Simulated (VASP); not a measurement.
The system is BN.

```
CELL_PARAMETERS angstrom
2.61211 0.00000 0.00000
-1.30605 2.26215 0.00000
0.00000 0.00000 6.48584
ATOMIC_POSITIONS crystal
B 0.33333 0.66667 0.25000
B 0.66667 0.33333 0.75000
N 0.33333 0.66667 0.75000
N 0.66667 0.33333 0.25000
```

This cell differs from its parent crystal: epitaxial xy strain +4.5%.

Base run:

| Item | Value |
| --- | --- |
| Program | VASP 6.6.1 |
| Functional | r2SCAN |
| Potentials or basis | VASP PAW PBE potentials, release 64 (B, N) |
| Cutoff | 520 eV |
| k mesh | 12 × 12 × 4 |
| Occupations | gaussian, width 0.01 eV |
| Spin | no spin polarisation |

Its results: band gap on the k mesh 4.58 eV, indirect (least direct gap 4.88 eV); pressure -26.4 GPa.

Task: The run is repeated on the same cell with these changes: functional from r2SCAN to PBE; occupations from gaussian, width 0.01 eV to fermi-dirac, width 0.02 eV. What comes out?

Result: Band gap on the k mesh 3.98 eV, indirect (least direct gap 4.28 eV); pressure -22.6 GPa.

Caveats: the PAW data sets were made with another functional, which shifts forces and pressure a little (some runs); this functional lacks dispersion, which binds the layers, so the pressure and a relaxed spacing across them are unreliable (some runs).

A k mesh can miss the band edges.
